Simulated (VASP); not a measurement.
# C (C2/m) in VASP: a series of runs, part 2 of 2

VASP 6.6.1. The steps go on from the part before.

### 4 Single point, r2SCAN (atom 1 (C) moved by (+0.200, +0.000) A along [1 1 0] and z)

Contents of POSCAR:

```
C
1.0
    0.0000000000      2.1267565396      3.5617636613
    1.2279212041      0.0000000000      3.5617636613
    1.2279212041      2.1267565396      0.0000000000
C
2
Direct
    0.1423663773      0.8576336227      0.2575377383
    0.8332960723      0.1667039277      0.8332960723
```

Contents of INCAR.step1:

```
SYSTEM = C
ALGO     = Normal         ! electronic algorithm
EDIFF    = 1E-4           ! SCF threshold, eV
ENCUT    = 520            ! plane-wave cutoff, eV
GGA      = PE             ! functional
ISMEAR   = 0              ! smearing method
LASPH    = .TRUE.         ! aspherical terms in the spheres
LCHARG   = .FALSE.        ! write CHGCAR
LREAL    = .FALSE.        ! projectors in reciprocal space
LWAVE    = .TRUE.         ! write WAVECAR
NBANDS   = 11             ! bands
NELM     = 80             ! most SCF steps
PREC     = Accurate       ! precision mode
SIGMA    = 0.05           ! smearing width, eV
```

Contents of INCAR.step2:

```
SYSTEM = C
ALGO     = Normal         ! electronic algorithm
EDIFF    = 1E-6           ! SCF threshold, eV
ENCUT    = 520            ! plane-wave cutoff, eV
ISIF     = 2              ! what is computed and relaxed
ISMEAR   = 0              ! smearing method
ISTART   = 1            
LASPH    = .TRUE.         ! aspherical terms in the spheres
LCHARG   = .FALSE.        ! write CHGCAR
LMIXTAU  = .TRUE.       
LREAL    = .FALSE.        ! projectors in reciprocal space
LWAVE    = .FALSE.        ! write WAVECAR
METAGGA  = R2SCAN         ! meta-GGA
NBANDS   = 11             ! bands
NELM     = 80             ! most SCF steps
PREC     = Accurate       ! precision mode
SIGMA    = 0.05           ! smearing width, eV
```

Contents of KPOINTS:

```
k-points
0
G
  14 14 14
  0 0 0
```

Potentials or basis: VASP PAW PBE potentials, release 64 (C).

Command:

```
$ cat potpaw_PBE.64/C/POTCAR > POTCAR
$ cp INCAR.step1 INCAR
$ mpirun -np 1 vasp_std > vasp.out
$ cp INCAR.step2 INCAR
$ mpirun -np 1 vasp_std > vasp.out
```

OUTCAR:

```text
SYSTEM = C
   EDIFF = 1E-6
   ENCUT = 520
   ISIF = 2
   ISMEAR = 0
   ISTART = 1
   LASPH = .TRUE.
   LREAL = .FALSE.
   METAGGA = R2SCAN
   NELM = 80
   PREC = Accurate

 ion  position               nearest neighbor table
   1  0.142  0.858  0.258-   2 1.23   2 1.48   2 1.57
   2  0.833  0.167  0.833-   1 1.23   1 1.48   1 1.57

  LATTYP: Found a face centered orthorhombic cell.
 ALAT       =     2.4558424082
 B/A-ratio  =     1.7319975683
 C/A-ratio  =     2.9006451305

  Lattice vectors:

 A1 = (   0.0000000000,   2.1267565396,   3.5617636613)
 A2 = (   1.2279212041,   0.0000000000,   3.5617636613)
 A3 = (   1.2279212041,   2.1267565396,   0.0000000000)

Analysis of symmetry for initial positions (statically):
=====================================================================
 Subroutine PRICEL returns:
 Original cell was already a primitive cell.

 Routine SETGRP: Setting up the symmetry group for a
 face centered orthorhombic supercell.

 Subroutine GETGRP returns: Found  4 space group operations
 (whereof  2 operations were pure point group operations)
[... 176 lines left out ...]
      2      -3.3225      2.00000
      3      -1.8559      2.00000
      4       4.3487      0.00000
      5       8.1237      0.00000
      6       8.9460      0.00000
      7      15.5117      0.00000
      8      16.9910      0.00000
      9      19.0009      0.00000
     10      27.7945      0.00000
     11      28.0801      0.00000
[... 309 lines left out ...]
 k-point    24 :      -0.3571   -0.3571   -0.2857
  band No.  band energies     occupation
      1     -14.8502      2.00000
      2      -5.9894      2.00000
      3      -1.4347      2.00000
      4      -0.1430      2.00000
      5      10.2008      0.00000
      6      12.1604      0.00000
      7      13.3160      0.00000
      8      18.0482      0.00000
      9      20.4872      0.00000
     10      24.7498      0.00000
     11      27.9752      0.00000

 [... further k-points ...]

------------------------ aborting loop because EDIFF is reached ----------------------------------------

  FORCE on cell =-STRESS in cart. coord.  units (eV):
  Direction    XX          YY          ZZ          XY          YZ          ZX
  --------------------------------------------------------------------------------------
  -------------------------------------------------------------------------------------
  Total        5.8901555      1.5466113     -0.0251836      2.6495139      0.0000000      0.0000000
  in kB      507.2872776    133.2012745     -2.1689286    228.1883253      0.0000000      0.0000000
  external PRESSURE =     212.7732078 kB  Pullay stress =       0.0000000 kB

 VOLUME and BASIS-vectors are now :
 -----------------------------------------------------------------------------
  energy-cutoff  :      520.00
  volume of cell :       18.60
      direct lattice vectors                 reciprocal lattice vectors
     0.000000000  2.126756540  3.561763661    -0.407192252  0.235099783  0.140379893
     1.227921204  0.000000000  3.561763661     0.407192252 -0.235099783  0.140379893
     1.227921204  2.126756540  0.000000000     0.407192252  0.235099783 -0.140379893

 POSITION                                       TOTAL-FORCE (eV/Angst)
 -----------------------------------------------------------------------------------
      1.36934      0.85050      3.56176       -10.736064     -7.846339      0.000000
      1.22792      3.54444      3.56176        10.736064      7.846339      0.000000
 -----------------------------------------------------------------------------------
    total drift:                               -0.000004     -0.000004      0.000013

  FREE ENERGIE OF THE ION-ELECTRON SYSTEM (eV)
  ---------------------------------------------------
  free  energy   TOTEN  =       -18.6216354212 eV

  energy  without entropy=      -18.6215406030  energy(sigma->0) =      -18.62158801
```

OSZICAR.step1:

```text
N       E                     dE             d eps       ncg     rms          rms(c)
DAV:   1     0.323992473091E+01    0.32399E+01   -0.41809E+03 16697   0.648E+02
DAV:   2    -0.182900366599E+02   -0.21530E+02   -0.20809E+02 21399   0.125E+02
DAV:   3    -0.188044536014E+02   -0.51442E+00   -0.51344E+00 20500   0.159E+01
DAV:   4    -0.188066118413E+02   -0.21582E-02   -0.21581E-02 19102   0.125E+00
DAV:   5    -0.188066230318E+02   -0.11190E-04   -0.11190E-04 20518   0.804E-02    0.726E+00
DAV:   6    -0.175533349105E+02    0.12533E+01   -0.11349E+00 18379   0.675E+00    0.408E+00
DAV:   7    -0.171902919250E+02    0.36304E+00   -0.11457E+00 19154   0.678E+00    0.128E+00
DAV:   8    -0.171954651582E+02   -0.51732E-02   -0.34764E-02 18253   0.131E+00    0.162E-01
DAV:   9    -0.171947786660E+02    0.68649E-03   -0.24029E-03 19528   0.340E-01    0.648E-02
DAV:  10    -0.171948954653E+02   -0.11680E-03   -0.20633E-04 18262   0.992E-02    0.180E-02
DAV:  11    -0.171949121583E+02   -0.16693E-04   -0.17128E-05 17236   0.309E-02
   1 F= -.17194912E+02 E0= -.17194861E+02  d E =-.102042E-03
```

Run time: 7.4 min. Hardware: 1 thread of AMD EPYC 9R45 (Zen 5), shared host; peak memory 0.21 GiB.

What came out:

- Free energy: -18.6216 eV
- Pressure: 21.3 GPa
- Largest force: 13.298 eV/Å
- Band gap on the k mesh: zero (bands 4 and 5 overlap by 0.77 eV)

Forces in eV/Å, atoms in the order of the input:
```
C   -10.736  -7.846   0.000
C    10.736   7.846   0.000
```

Levels at points of the mesh, in eV from the Fermi level:
```csv
k point,band 1,band 2,band 3,band 4,band 5,band 6,band 7,band 8
"(0.00, 0.00, 0.00)",-20.68,-7.17,-5.71,0.50,4.27,5.09,11.66,13.14
"(0.50, 0.00, 0.00)",-15.73,-13.24,-6.15,-2.87,2.88,6.20,13.06,13.90
"(0.50, 0.50, 0.50)",-15.60,-14.10,-5.42,-0.62,-0.27,8.65,13.18,13.24
"(0.50, 0.50, 0.00)",-20.50,-8.61,-5.70,0.51,5.11,9.72,11.62,13.28
"(0.50, 0.00, 0.50)",-15.87,-12.66,-7.23,-2.87,4.77,6.89,11.56,12.21
"(0.00, 0.50, 0.50)",-15.75,-12.54,-7.24,-3.79,3.17,6.68,14.20,16.84
```

Caveat: the cell differs from its parent crystal (atom 1 (C) moved by (+0.200, +0.000) A along [1 1 0] and z); the stress differs along the axes, from -0 to 51 GPa; the PAW data sets were made with another functional, which shifts forces and pressure a little.

### 5 Summary

```tsv
cell	gap on the mesh (eV)	pressure (GPa)	largest force (eV/Å)
as given, atomic positions A	none	15.1	9.11
as given, atomic positions B	-	-1.4	3.47
as given, atomic positions C	none	21.3	13.30
```

Alike in all rows: task single point; level r2SCAN; potentials or basis VASP PAW PBE potentials, release 64 (C); no spin polarisation; k mesh 14 × 14 × 14; cutoff (eV) 520; smearing gaussian 0.05 eV.

Caveats: the PAW data sets were made with another functional, which shifts forces and pressure a little; the stress differs along the axes, from -0 to 39 GPa (at least some runs); the stress differs along the axes, from -6 to 1 GPa (at least some runs); the stress differs along the axes, from -0 to 51 GPa (at least some runs).

Absolute energies hang on the potentials; compare differences alone.
